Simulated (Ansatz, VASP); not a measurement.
## Two plane-wave programs on MnFe2F2

```
CELL_PARAMETERS angstrom
-1.73578 1.73578 4.55428
1.73578 -1.73578 4.55428
1.73578 1.73578 -4.55428
ATOMIC_POSITIONS crystal
Mn 0.00000 0.00000 0.00000
Fe 0.25000 0.75000 0.50000
Fe 0.75000 0.25000 0.50000
F 0.62600 0.62600 0.00000
F 0.37400 0.37400 0.00000
```

Alike in both runs: task single point; functional PBE; k mesh 8 × 8 × 8; occupations gaussian, width 0.1 eV; collinear spin.

```csv
,VASP,Ansatz
version,VASP 6.6.1,Ansatz 0.2.0
potentials or method,"VASP PAW PBE potentials, release 64 (Mn_pv, Fe, F), cutoff 520 eV","scalar-relativistic, plane waves, PAW"
valence electrons in the cell,43,61
```

|  | VASP | Ansatz | Ansatz less VASP |
| --- | --- | --- | --- |
| gap on the k mesh at the Fermi level (eV) | none | none | - |
| pressure (GPa) | 25.6 | 25.4 | -0.18 |
| traceless stress, the component that is largest in VASP (GPa) | -0.61 | -0.62 | -0.008 |
| rms of the force components (eV/Å) | 0.606 | 0.588 | -0.0183 |
| net moment per atom (μB) | 2.06 | 2.06 | +0.002 |
| size of the moment on the site where the two differ most (μB) | 2.89 | 2.75 | -0.138 |

Site moments also hang on the region over which each program counts them. Atom by atom the forces differ by 0.018 eV/Å (rms over components). A gap of «none» marks a metal or a gap that the smearing closes. VASP's potentials hold 43 valence electrons a cell and Ansatz's 61, so a difference there can come from the potentials and not from the codes.
